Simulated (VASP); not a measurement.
# WS2 (P6_3/mmc) in VASP: settings compared

WS2 is run at these levels: r2SCAN, PBE; tasks: single point.

All numbers are computed with VASP 6.6.1; they aren't measurements. Logs are shortened: lines on timing, memory, paths and dates and some standing lists are left out, and cuts for length are marked.

## (1) The cell of the first run

It takes space group P6_3/mmc (No. 194, hexagonal). Conventional cell: a = 3.182 Å, b = 3.182 Å, c = 13.061 Å, α = 90.00°, β = 90.00°, γ = 120.00°. W (site symmetry -6m2) has 6 S at 2.41 Å and 6 W at 3.18 Å within 3.2 Å. S (site symmetry 3m) has 3 W at 2.41 Å and 7 S at 3.12 to 3.18 Å within 3.2 Å.

## (2) Single point, r2SCAN

POSCAR

```
WS2
1.0
    3.1819466987      0.0000000000      0.0000000000
   -1.5909733493      2.7556466745      0.0000000000
    0.0000000000      0.0000000000     13.0608472223
W S
2 4
Direct
    0.6666666667      0.3333333333      0.7500000000
    0.3333333333      0.6666666667      0.2500000000
    0.6666666667      0.3333333333      0.3694062127
    0.3333333333      0.6666666667      0.8694062127
    0.6666666667      0.3333333333      0.1305937873
    0.3333333333      0.6666666667      0.6305937873
```

INCAR.step1

```
PREC = Accurate
ENCUT = 520
ISMEAR = -1
SIGMA = 0.05
LREAL = F
LASPH = T
NELM = 60
NBANDS = 35
GGA = PE
ALGO = Normal
EDIFF = 1E-4
LWAVE = T
LCHARG = F
```

INCAR.step2

```
PREC = Accurate
ENCUT = 520
EDIFF = 1E-6
ISMEAR = -1
SIGMA = 0.05
LREAL = F
LASPH = T
NELM = 60
ALGO = Normal
ISIF = 2
LWAVE = F
LCHARG = T
METAGGA = R2SCAN
LMIXTAU = T
LELF = T
LVHAR = T
NBANDS = 35
ISTART = 1
```

KPOINTS

```
regular mesh
0
Gamma
  10 10 3
```

Potentials or basis: VASP PAW PBE potentials, release 64 (W_sv, S).

On the command line:

```console
$ cat potpaw_PBE.64/W_sv/POTCAR potpaw_PBE.64/S/POTCAR > POTCAR
$ cp INCAR.step1 INCAR
$ mpirun -np 1 vasp_std > vasp.out
$ cp INCAR.step2 INCAR
$ mpirun -np 1 vasp_std > vasp.out
```

OUTCAR:

```text
PREC = Accurate
   ENCUT = 520
   EDIFF = 1E-6
   ISMEAR = -1
   LREAL = F
   LASPH = T
   NELM = 60
   ISIF = 2
   METAGGA = R2SCAN
   ISTART = 1

 ion  position               nearest neighbor table
   1  0.667  0.333  0.750-   4 2.41   6 2.41   4 2.41   6 2.41   4 2.41   6 2.41
   2  0.333  0.667  0.250-   3 2.41   5 2.41   3 2.41   5 2.41   3 2.41   5 2.41
   3  0.667  0.333  0.369-   2 2.41   2 2.41   2 2.41
   4  0.333  0.667  0.869-   1 2.41   1 2.41   1 2.41
   5  0.667  0.333  0.131-   2 2.41   2 2.41   2 2.41
   6  0.333  0.667  0.631-   1 2.41   1 2.41   1 2.41

  LATTYP: Found a hexagonal cell.
 ALAT       =     3.1819466987
 C/A-ratio  =     4.1046719066

  Lattice vectors:

 A1 = (   3.1819466987,   0.0000000000,   0.0000000000)
 A2 = (  -1.5909733493,   2.7556466745,   0.0000000000)
 A3 = (   0.0000000000,   0.0000000000,  13.0608472223)

Analysis of symmetry for initial positions (statically):
=====================================================================
 Subroutine PRICEL returns:
 Original cell was already a primitive cell.

 Routine SETGRP: Setting up the symmetry group for a
 hexagonal supercell.

 Subroutine GETGRP returns: Found 24 space group operations
 (whereof 12 operations were pure point group operations)
 out of a pool of 24 trial point group operations.

The static configuration has the point symmetry D_3d.
 The point group associated with its full space group is D_6h.

Analysis of symmetry for dynamics (positions and initial velocities):
=====================================================================
 Subroutine PRICEL returns:
 Original cell was already a primitive cell.

 Routine SETGRP: Setting up the symmetry group for a
 hexagonal supercell.

 Subroutine GETGRP returns: Found 24 space group operations
 (whereof 12 operations were pure point group operations)
 out of a pool of 24 trial point group operations.

The dynamic configuration has the point symmetry D_3d.
 The point group associated with its full space group is D_6h.

 Subroutine INISYM returns: Found 24 space group operations
 (whereof 12 operations are pure point group operations),
 and found     1 'primitive' translations

----------------------------------------------------------------------------------------

                                     Primitive cell

  volume of cell :     114.5217

  direct lattice vectors                    reciprocal lattice vectors
     3.181946699  0.000000000  0.000000000     0.314273020  0.181445613  0.000000000
    -1.590973349  2.755646674  0.000000000     0.000000000  0.362891226  0.000000000
     0.000000000  0.000000000 13.060847222     0.000000000  0.000000000  0.076564712

  length of vectors
     3.181946699  3.181946699 13.060847222     0.362891226  0.362891226  0.076564712

  position of ions in fractional coordinates (direct lattice)
     0.666666667  0.333333333  0.750000000
     0.333333333  0.666666667  0.250000000
     0.666666667  0.333333333  0.369406213
     0.333333333  0.666666667  0.869406213
     0.666666667  0.333333333  0.130593787
     0.333333333  0.666666667  0.630593787

  ion indices of the primitive-cell ions
   primitive index   ion index
                 1           1
                 2           2
                 3           3
                 4           4
                 5           5
                 6           6

----------------------------------------------------------------------------------------

 KPOINTS: regular mesh

Automatic generation of k-mesh.
 Grid dimensions read from file:
 generate k-points for:   10   10    3

 Generating k-lattice:

  Cartesian coordinates                     Fractional coordinates (reciprocal lattice)
     0.031427302  0.018144561  0.000000000     0.100000000  0.000000000  0.000000000
     0.000000000  0.036289123  0.000000000     0.000000000  0.100000000  0.000000000
     0.000000000  0.000000000  0.025521571     0.000000000  0.000000000  0.333333333

  Length of vectors
     0.036289123  0.036289123  0.025521571

  Shift w.r.t. Gamma in fractional coordinates (k-lattice)
     0.000000000  0.000000000  0.000000000

 Subroutine IBZKPT returns following result:
 ===========================================

 Found     28 irreducible k-points:

 Following reciprocal coordinates:
            Coordinates               Weight
  0.000000  0.000000  0.000000      1.000000
  0.100000  0.000000  0.000000      6.000000
  0.200000  0.000000  0.000000      6.000000
  0.300000  0.000000  0.000000      6.000000
  0.400000 -0.000000  0.000000      6.000000
  0.500000  0.000000  0.000000      3.000000
[... 16 lines left out ...]
  0.300000  0.100000  0.333333     24.000000
  0.400000  0.100000  0.333333     24.000000
 [... further k-points ...]
   k-points           NKPTS =     28   k-points in BZ     NKDIM =     28   number of bands    NBANDS=     35
   number of dos      NEDOS =    301   number of ions     NIONS =      6
   total plane-waves  NPLWV =  56448
   dimension x,y,z NGX =    24 NGY =   24 NGZ =   98
   dimension x,y,z NGXF=    48 NGYF=   48 NGZF=  196
   ions per type =               2   4
   NGX,Y,Z   is equivalent  to a cutoff of  12.54, 12.54, 12.47 a.u.
   NGXF,Y,Z  is equivalent  to a cutoff of  25.08, 25.08, 24.95 a.u.
 SYSTEM =  unknown system
   PREC   = accura    normal or accurate (medium, high low for compatibility)
   ISTART =      1    job   : 0-new  1-cont  2-samecut
   ICHARG =      0    charge: 1-file 2-atom 10-const
   ISPIN  =      1    spin polarized calculation?
   LNONCOLLINEAR =      F non collinear calculations
   LSORBIT =      F    spin-orbit coupling
   LASPH  =      T    aspherical Exc in radial PAW
   ENCUT  =  520.0 eV  38.22 Ry    6.18 a.u.   5.92  5.92 24.28*2*pi/ulx,y,z
   NELM   =     60;   NELMIN=  2; NELMDL=  0     # of ELM steps
   EDIFF  = 0.1E-05   stopping-criterion for ELM
   LREAL  =      F    real-space projection
[... 7 lines left out ...]
   TEBEG  =    0.0;   TEEND  =   0.0 temperature during run
   PSTRESS=    0.0 pullay stress
   NELECT =      52.0000    total number of electrons
   NUPDOWN=      -1.0000    fix difference up-down
   EMIN   =  10.00;   EMAX   =-10.00  energy-range for DOS
   EFERMI =   0.00;   METHOD = LEGACY
   ISMEAR =    -1;   SIGMA  =   0.05  broadening in eV -4-tet -1-fermi 0-gaus
   EFERMI_NEDOS =   21; number of points for ismear=-14 and -15
   IALGO  =     38    algorithm
   IMIX   =      4    mixing-type and parameters
     AMIX     =   0.40;   BMIX     =  1.00
     AMIX_MAG =   1.60;   BMIX_MAG =  1.00
  volume/ion in A,a.u.               =      19.09       128.81
  Fermi-wavevector in a.u.,A,eV,Ry     =   1.258288  2.377819 21.541947  1.583288
  Thomas-Fermi vector in A             =   2.391905
   LORBIT       =      0    0 simple, 1 ext, 2 COOP (PROOUT), +10 PAW based schemes
   METAGGA = R2SCAN    functional components
   LHFCALC =     F    Hartree Fock is set to
   AEXX    =    0.0000 exact exchange contribution
   IVDW    =     0    specifies the selected vdW correction
   LEPSILON=     F    determine dielectric tensor
   LRPA    =     F    only Hartree local field effects (RPA)
 non-spin polarized calculation
  energy-cutoff  :      520.00
  volume of cell :      114.52
 maximum number of plane-waves:      3108
 NGX is ok and might be reduce to    24
   NGX = 11   NGY = 11   NGZ = 49

 number of electron      52.0000000 magnetization

 Free energy of the ion-electron system (eV)
  ---------------------------------------------------
  ext. energy  EPLUGINS =         0.00000000
  ---------------------------------------------------
  free energy    TOTEN  =      -140.16659234 eV

  energy without entropy =     -140.16659232  energy(sigma->0) =     -140.16659233

 E-fermi :   6.9724     XC(G=0): -11.1335

 val. band max:        6.3097642425   @ k =   0.0000   0.0000   0.0000
 cond. band min:       7.7710285842   @ k =   0.2000   0.2000   0.0000
 fundamental gap:      1.4612643416
 Fermi energy:         6.9724428358

 k-point     1 :       0.0000    0.0000    0.0000
  band No.  band energies     occupation
      1     -70.1788      2.00000
      2     -70.1788      2.00000
      3     -33.7662      2.00000
      4     -33.7662      2.00000
      5     -33.6127      2.00000
      6     -33.6127      2.00000
[... 27 lines left out ...]
     34       9.0576      0.00000
     35      11.5383      0.00000

 k-point     2 :       0.1000    0.0000    0.0000
  band No.  band energies     occupation
      1     -70.1770      2.00000
      2     -70.1769      2.00000
      3     -33.7598      2.00000
      4     -33.7598      2.00000
      5     -33.6476      2.00000
      6     -33.6476      2.00000
[... 27 lines left out ...]
     34       9.1851      0.00000
     35      12.2724      0.00000

 k-point     3 :       0.2000    0.0000    0.0000
  band No.  band energies     occupation
      1     -70.1722      2.00000
      2     -70.1722      2.00000
      3     -33.7430      2.00000
      4     -33.7430      2.00000
      5     -33.7380      2.00000
      6     -33.7380      2.00000
[... 27 lines left out ...]
     34       9.8588      0.00000
     35      13.4072      0.00000
[... 723 lines left out ...]
 k-point    23 :       0.3000    0.1000    0.3333
  band No.  band energies     occupation
      1     -70.1630      2.00000
      2     -70.1629      2.00000
      3     -33.8939      2.00000
      4     -33.8939      2.00000
      5     -33.7104      2.00000
      6     -33.7104      2.00000
[... 27 lines left out ...]
     34      10.8557      0.00000
     35      12.9069      0.00000

 k-point    24 :       0.4000    0.1000    0.3333
  band No.  band energies     occupation
      1     -70.1596      2.00000
      2     -70.1596      2.00000
      3     -33.9501      2.00000
      4     -33.9501      2.00000
      5     -33.7157      2.00000
      6     -33.7157      2.00000
[... 27 lines left out ...]
     34      10.7327      0.00000
     35      11.7355      0.00000

 [... further k-points ...]

------------------------ aborting loop because EDIFF is reached ----------------------------------------

  FORCE on cell =-STRESS in cart. coord.  units (eV):
  Direction    XX          YY          ZZ          XY          YZ          ZX
  --------------------------------------------------------------------------------------
  -------------------------------------------------------------------------------------
  Total        0.1167022      0.1167022      0.0667818      0.0000000      0.0000000      0.0000000
  in kB        1.6326831      1.6326831      0.9342883      0.0000000      0.0000000      0.0000000
  external PRESSURE =       1.3998848 kB  Pullay stress =       0.0000000 kB

 VOLUME and BASIS-vectors are now :
 -----------------------------------------------------------------------------
  energy-cutoff  :      520.00
  volume of cell :      114.52
      direct lattice vectors                 reciprocal lattice vectors
     3.181946699  0.000000000  0.000000000     0.314273020  0.181445613  0.000000000
    -1.590973349  2.755646674  0.000000000     0.000000000  0.362891226  0.000000000
     0.000000000  0.000000000 13.060847222     0.000000000  0.000000000  0.076564712

 POSITION                                       TOTAL-FORCE (eV/Angst)
 -----------------------------------------------------------------------------------
      1.59097      0.91855      9.79564        -0.000000     -0.000000      0.000000
     -0.00000      1.83710      3.26521         0.000000      0.000000      0.000000
      1.59097      0.91855      4.82476        -0.000000      0.000000      0.016955
     -0.00000      1.83710     11.35518         0.000000     -0.000000      0.016955
      1.59097      0.91855      1.70567        -0.000000      0.000000     -0.016955
     -0.00000      1.83710      8.23609        -0.000000     -0.000000     -0.016955
 -----------------------------------------------------------------------------------
    total drift:                                0.000000     -0.000000      0.000000

  FREE ENERGIE OF THE ION-ELECTRON SYSTEM (eV)
  ---------------------------------------------------
  free  energy   TOTEN  =      -140.1665923377 eV

  energy  without entropy=     -140.1665923153  energy(sigma->0) =     -140.16659233
```

Wall time 6.6 min (1 thread of Intel Xeon 8259CL, shared host); peak memory 0.29 GiB.

Results:

| Property | Result |
| --- | --- |
| Free energy | -140.1666 eV |
| Pressure | 0.1 GPa |
| Largest force | 0.017 eV/Å |
| Band gap on the k mesh | 1.46 eV (least direct gap 2.23 eV) |

Forces in eV/Å, atoms in the order of the input:
```
W    0.000  0.000  0.000
W    0.000  0.000  0.000
S    0.000  0.000  0.017
S    0.000  0.000  0.017
S    0.000  0.000 -0.017
S    0.000  0.000 -0.017
```

Caveat: the PAW data sets were made with another functional, which shifts forces and pressure a little; spin-orbit coupling is left out, which moves the levels of the heavy elements; an odd mesh through Γ misses points on the zone boundary, where band edges can lie.

## (3) Single point, PBE, non-collinear spin, zero start, spin-orbit coupling

This run uses another cell than the first one, of 18.24 Å³/atom.

INCAR

```
ALGO = Normal
EDIFF = 1E-7
ENCUT = 520
GGA = PE
GGA_COMPAT = False
ISIF = 2
ISMEAR = -1
LASPH = True
LCHARG = False
LMAXMIX = 4
LORBIT = 11
LORBMOM = True
LREAL = False
LSORBIT = True
LWAVE = False
MAGMOM = 0 0 0 0 0 0 0 0 0 0 0 0 0 0 0 0 0 0
NBANDS = 68
NELM = 150
PREC = Accurate
SIGMA = 0.05
```

KPOINTS

```
k-points
0
Gamma
  10 10 3
```

POSCAR

```
WS2
1.0
    3.1800000000      0.0000000000      0.0000000000
   -1.5900000000      2.7539607840      0.0000000000
    0.0000000000      0.0000000000     12.5000000000
W S
2 4
Direct
    0.6666666667      0.3333333333      0.7500000000
    0.3333333333      0.6666666667      0.2500000000
    0.6666666667      0.3333333333      0.3750000000
    0.3333333333      0.6666666667      0.8750000000
    0.6666666667      0.3333333333      0.1250000000
    0.3333333333      0.6666666667      0.6250000000
```

Potentials or basis: VASP PAW PBE potentials, release 64 (W_sv, S).

On the command line:

```console
$ cat potpaw_PBE.64/W_sv/POTCAR potpaw_PBE.64/S/POTCAR > POTCAR
$ mpirun -np 1 vasp_ncl > vasp.out
```

OUTCAR:

```text
EDIFF = 1E-7
   ENCUT = 520
   GGA = PE
   ISIF = 2
   ISMEAR = -1
   LASPH = True
   LORBIT = 11
   LREAL = False
   LSORBIT = True
   NELM = 150
   PREC = Accurate

 ion  position               nearest neighbor table
   1  0.667  0.333  0.750-   4 2.41   6 2.41   4 2.41   6 2.41   4 2.41   6 2.41
   2  0.333  0.667  0.250-   3 2.41   5 2.41   3 2.41   5 2.41   3 2.41   5 2.41
   3  0.667  0.333  0.375-   2 2.41   2 2.41   2 2.41
   4  0.333  0.667  0.875-   1 2.41   1 2.41   1 2.41
   5  0.667  0.333  0.125-   2 2.41   2 2.41   2 2.41
   6  0.333  0.667  0.625-   1 2.41   1 2.41   1 2.41

  LATTYP: Found a hexagonal cell.
 ALAT       =     3.1800000000
 C/A-ratio  =     3.9308176101

  Lattice vectors:

 A1 = (   3.1800000000,   0.0000000000,   0.0000000000)
 A2 = (  -1.5900000000,   2.7539607840,   0.0000000000)
 A3 = (   0.0000000000,   0.0000000000,  12.5000000000)

Analysis of symmetry for initial positions (statically):
=====================================================================
 Subroutine PRICEL returns:
 Original cell was already a primitive cell.
[... 1911 lines left out ...]
     0.0000000     0.0000000     0.0000000     0.0000000     0.0000000     0.0000000     0.0000000
[... 89 lines left out ...]
 l=   2
     0.0000000     0.0000000     0.0000000     0.0000000     0.0000000
     0.0000000     0.0000000     0.0000000     0.0000000     0.0000000
     0.0000000     0.0000000     0.0000000     0.0000000     0.0000000
     0.0000000     0.0000000     0.0000000     0.0000000     0.0000000
     0.0000000     0.0000000     0.0000000     0.0000000     0.0000000
 l=   3
     0.0000000     0.0000000     0.0000000     0.0000000     0.0000000     0.0000000     0.0000000
     0.0000000     0.0000000     0.0000000     0.0000000     0.0000000     0.0000000     0.0000000
     0.0000000     0.0000000     0.0000000     0.0000000     0.0000000     0.0000000     0.0000000
     0.0000000     0.0000000     0.0000000     0.0000000     0.0000000     0.0000000     0.0000000
     0.0000000     0.0000000     0.0000000     0.0000000     0.0000000     0.0000000     0.0000000
     0.0000000     0.0000000     0.0000000     0.0000000     0.0000000     0.0000000     0.0000000
     0.0000000     0.0000000     0.0000000     0.0000000     0.0000000     0.0000000     0.0000000

 total charge

# of ion       s       p       d       tot
------------------------------------------
    1        2.320   6.330   3.383  12.033
    2        2.320   6.330   3.383  12.033
    3        1.359   2.364   0.000   3.723
    4        1.359   2.364   0.000   3.723
    5        1.359   2.364   0.000   3.723
    6        1.359   2.364   0.000   3.723
--------------------------------------------------
tot         10.077  22.114   6.765  38.957

 magnetization (x)

# of ion       s       p       d       tot
------------------------------------------
    1        0.000  -0.000  -0.000  -0.000
    2        0.000   0.000   0.000   0.000
    3        0.000  -0.000   0.000  -0.000
    4       -0.000  -0.000   0.000  -0.000
    5       -0.000   0.000   0.000   0.000
    6        0.000   0.000   0.000   0.000
--------------------------------------------------
tot          0.000   0.000   0.000   0.000

 magnetization (y)

# of ion       s       p       d       tot
------------------------------------------
    1        0.000  -0.000   0.000   0.000
    2        0.000   0.000   0.000   0.000
    3        0.000   0.000   0.000   0.000
    4        0.000   0.000   0.000   0.000
    5        0.000   0.000   0.000   0.000
    6        0.000   0.000   0.000   0.000
--------------------------------------------------
tot          0.000  -0.000   0.000   0.000

 magnetization (z)

# of ion       s       p       d       tot
------------------------------------------
    1        0.000   0.000   0.000   0.000
    2        0.000   0.000   0.000   0.000
    3        0.000   0.000   0.000   0.000
    4        0.000   0.000   0.000   0.000
    5        0.000   0.000   0.000   0.000
    6        0.000   0.000   0.000   0.000
--------------------------------------------------
tot          0.000   0.000   0.000   0.000
```

stdout:

```text
POSCAR found type information on POSCAR W S
 POSCAR found :  2 types and       6 ions
 scaLAPACK will be used
 LDA part: xc-table for (Slater+PW92), standard interpolation
 POSCAR, INCAR and KPOINTS ok, starting setup
 FFT: planning ... GRIDC
 FFT: planning ... GRID_SOFT
 FFT: planning ... GRID
 WAVECAR not read
 entering main loop
```

Run time: 11 min. Hardware: 1 thread of Oxide Virtual Turin-like, shared host; peak memory 0.56 GiB.

What came out:

```
Free energy                                           : -48.7972 eV
Pressure                                              : 2.5 GPa
Largest force                                         : 0.157 eV/Å
Net moment                                            : 0.00 μB per cell
Valence electrons inside the program's atomic spheres : W 12.03; S 3.72
```

Forces in eV/Å, atoms in the order of the input:
```
W    0.000  0.000  0.000
W    0.000  0.000  0.000
S    0.000  0.000  0.157
S    0.000  0.000  0.157
S    0.000  0.000 -0.157
S    0.000  0.000 -0.157
```

Stress tensor (GPa, compression positive):
```
1.91 0.00 0.00
0.00 1.91 0.00
0.00 0.00 3.67
```

Moments on the atoms (μB; x, y, z):
```
W   0.00 0.00 0.00
W   0.00 0.00 0.00
S   0.00 0.00 0.00
S   0.00 0.00 0.00
S   0.00 0.00 0.00
S   0.00 0.00 0.00
```

Caveat: this functional lacks dispersion, which binds the layers, so the pressure and a relaxed spacing across them are unreliable.
